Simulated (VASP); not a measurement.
Set up this calculation in VASP 6.6.1, as the native input.

- Task: single point
- Functional: PBE-based screened hybrid
- Potentials or basis: VASP PAW PBE potentials, release 64 (Ta_pv)
- Cutoff: 520 eV
- k mesh: 7 × 7 × 7
- Occupations: gaussian, width 0.05 eV
- Spin: no spin polarisation
- Hubbard terms: Ta d U = 4.0 eV
- Dipole correction: no
- Grid for exact exchange (PRECFOCK): Normal
- Share of exact exchange: 0.25
- Further INCAR settings: ALGO = Normal; EDIFF = 1e-06; NBANDS = 12
- Screening parameter: 0.3 1/Å

The system is Ta.

```
Ta
1.0
    -1.66073    1.66073    1.66073
     1.66073   -1.66073    1.66073
     1.66073    1.66073   -1.66073
Ta
1
Direct
  0.00000 0.00000 0.00000
```

These files were run (other wordings do the same):

POSCAR

```
Ta
1.0
   -1.6607338485      1.6607338485      1.6607338485
    1.6607338485     -1.6607338485      1.6607338485
    1.6607338485      1.6607338485     -1.6607338485
Ta
1
Direct
    0.0000000000      0.0000000000      0.0000000000
```

INCAR.step1

```
PREC = Accurate ; ENCUT = 520
EDIFF = 1E-5 ; ISMEAR = 0
SIGMA = 0.05 ; LREAL = F
LASPH = T ; NELM = 150
ALGO = Normal ; ISIF = 2
LWAVE = T ; LCHARG = F
LMAXMIX = 4 ; LDAU = T
LDAUTYPE = 2 ; LDAUL = 2
LDAUU = 4 ; LDAUJ = 0
LDAUPRINT = 1 ; NBANDS = 12
GGA = PE
```

INCAR.step2

```
PREC = Accurate ; ENCUT = 520
EDIFF = 1E-6 ; ISMEAR = 0
SIGMA = 0.05 ; LREAL = F
LASPH = T ; NELM = 150
ALGO = Normal ; ISIF = 2
LWAVE = F ; LCHARG = F
LMAXMIX = 4 ; LDAU = T
LDAUTYPE = 2 ; LDAUL = 2
LDAUU = 4 ; LDAUJ = 0
LDAUPRINT = 1 ; GGA = PE
LHFCALC = T ; AEXX = 0.25
HFSCREEN = 0.3 ; PRECFOCK = Normal
NBANDS = 12 ; ISTART = 1
```

KPOINTS

```
regular mesh
0
Gamma
  7 7 7
```

Potentials or basis: VASP PAW PBE potentials, release 64 (Ta_pv).

Launch:

```sh
$ cat potpaw_PBE.64/Ta_pv/POTCAR > POTCAR
$ cp INCAR.step1 INCAR
$ mpirun -np 1 vasp_std > vasp.out
$ cp INCAR.step2 INCAR
$ mpirun -np 1 vasp_std > vasp.out
```

Results of the run:

The pressure is 8.4 GPa.

Caveat: the k points lie up to 0.38 Å⁻¹ apart; the PAW data sets were made with another functional, which shifts forces and pressure a little; U without spin polarisation on a metal has little footing; the U is typed as a test and isn't derived for this compound.

It took 13 min on 1 thread of Intel(R) Xeon(R) Platinum 8488C (Sapphire Rapids) (shared host), peak memory 0.24 GiB.
